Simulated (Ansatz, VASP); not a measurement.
**One calculation of Sb, two programs**

Contents of INCAR:

```
  ALGO = Normal
  EDIFF = 1E-6
  ENCUT = 500
  GGA = PE
  GGA_COMPAT = F
  ISIF = 2
  ISMEAR = 0
  LASPH = T
  LCHARG = T
  LELF = T
  LREAL = F
  LVHAR = T
  LWAVE = F
  NBANDS = 8
  NELM = 120
  PREC = Accurate
  SIGMA = 0.1
```

KPOINTS

```
k-points
0
Gamma
  6 6 6
```

The input POSCAR:

```
Sb
1.0
    0.0000000000      2.5476523467      2.5476523467
    2.5476523467      0.0000000000      2.5476523467
    2.5476523467      2.5476523467      0.0000000000
Sb
1
Direct
    0.0000000000      0.0000000000      0.0000000000
```

Input for Ansatz:

```yaml
crystal:
  lattice:
    - [0.0, 2.5476523467, 2.5476523467]
    - [2.5476523467, 0.0, 2.5476523467]
    - [2.5476523467, 2.5476523467, 0.0]
  atoms:
    - { symbol: Sb, position: [0.0, 0.0, 0.0] }
basis:
  ecutwfc: 420
kpoints:
  mp_grid: { grid: [6, 6, 6] }
hamiltonian:
  xc: pbe
scf:
  occupations: { method: gaussian, width: 0.1 }
output:
  forces: true
  stress: true
  eigenvalues: true
```

Alike in both runs: task single point; functional PBE; k mesh 6 × 6 × 6; occupations gaussian, width 0.1 eV; no spin polarisation.

|  | VASP | Ansatz |
| --- | --- | --- |
| version | VASP 6.6.1 | Ansatz 0.2.0 |
| potentials or method | VASP PAW PBE potentials, release 64 (Sb), cutoff 500 eV | scalar-relativistic, plane waves, PAW |
| valence electrons in the cell | 5 | 15 |

```csv
,VASP,Ansatz,Ansatz less VASP
gap on the k mesh at the Fermi level (eV),none,none,-
pressure (GPa),-7.3,-7.2,+0.10
```

A gap of «none» marks a metal or a gap that the smearing closes. The functional is the same, so the differences come from potentials, cutoffs and numerics. VASP's potentials hold 5 valence electrons a cell and Ansatz's 15, so a difference there can come from the potentials and not from the codes.

Spin-orbit coupling is off throughout.
